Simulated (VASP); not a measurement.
Here is a VASP 6.6.1 calculation.

Contents of POSCAR:

```
Sn
1.0
    0.0000000000      3.2116418589      3.2116418589
    3.2116418589      0.0000000000      3.2116418589
    3.2116418589      3.2116418589      0.0000000000
Sn
2
Direct
    0.7500000000      0.7500000000      0.7500000000
    0.5000000000      0.5000000000      0.5000000000
```

Contents of INCAR.step1:

```
SYSTEM = Sn
  ALGO = Normal
  EDIFF = 1E-4
  ENCUT = 520
  GGA = PE
  ISMEAR = -1
  LASPH = .TRUE.
  LCHARG = .FALSE.
  LREAL = .FALSE.
  LWAVE = .TRUE.
  NBANDS = 21
  NELM = 60
  PREC = Accurate
  SIGMA = 0.05
```

The input INCAR.step2:

```
SYSTEM = Sn
  ALGO = Normal
  EDIFF = 1E-6
  ENCUT = 520
  ISIF = 2
  ISMEAR = -1
  ISTART = 1
  IVDW = 12
  LASPH = .TRUE.
  LCHARG = .FALSE.
  LMIXTAU = .TRUE.
  LREAL = .FALSE.
  LWAVE = .FALSE.
  METAGGA = R2SCAN
  NBANDS = 21
  NELM = 60
  PREC = Accurate
  SIGMA = 0.05
  VDW_A1 = 0.49484001
  VDW_A2 = 5.73083694
  VDW_S6 = 1.0
  VDW_S8 = 0.78981345
```

Contents of KPOINTS:

```
k-points
0
G
  7 7 7
  0 0 0
```

Potentials or basis: VASP PAW PBE potentials, release 64 (Sn_d).

The run is started by

```console
$ cat potpaw_PBE.64/Sn_d/POTCAR > POTCAR
$ cp INCAR.step1 INCAR
$ mpirun -np 1 vasp_std > vasp.out
$ cp INCAR.step2 INCAR
$ mpirun -np 1 vasp_std > vasp.out
```

Question: Predict the band gap on the k mesh.

Answer: Zero (filled and empty bands touch).

Question: What does it give for the pressure?

Answer: 2.6 GPa.

Question: What does it give for the dispersion energy per atom?

Answer: -0.151 eV.

Caveat: the PAW data sets were made with another functional, which shifts forces and pressure a little; spin-orbit coupling is left out, which moves the levels of the heavy elements; pairwise dispersion overbinds metals, which lowers pressure and volume.
